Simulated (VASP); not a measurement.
**NbAs (CsCl type): single point with PBEsol**

The system is NbAs (CsCl type).

```
Nb As
1.0
     3.12685    0.00000    0.00000
     0.00000    3.12685    0.00000
     0.00000    0.00000    3.12685
Nb As
1 1
Direct
  0.00000 0.00000 0.00000
  0.50000 0.50000 0.50000
```

This cell differs from its parent crystal: volume scaled by 0.95.

```
Program             : VASP 6.6.1
Task                : single point
Functional          : PBEsol
Potentials or basis : VASP PAW PBE potentials, release 64 (Nb_sv, As)
Cutoff              : 500 eV
k mesh              : 13 × 13 × 13
Occupations         : fermi-dirac, width 0.1 eV
Spin                : no spin polarisation
```

```yaml
Pressure: 10.7 GPa
Band_gap_on_the_k_mesh: zero (band 9 reaches 14.72 eV, above the bottom of band 10 at 11.15 eV)
```

Levels at points of the mesh, in eV from the Fermi level:
| k point | band 6 | band 7 | band 8 | band 9 | band 10 | band 11 | band 12 | band 13 |
| --- | --- | --- | --- | --- | --- | --- | --- | --- |
| (0.00, 0.00, 0.00) | -3.27 | -3.27 | 0.37 | 0.37 | 0.37 | 1.82 | 1.82 | 1.82 |

Run time: 13 s on 1 thread of Intel(R) Xeon(R) 6975P-C (Granite Rapids), on a shared host, peak memory 0.16 GiB.

Caveat: the PAW data sets were made with another functional, which shifts forces and pressure a little.
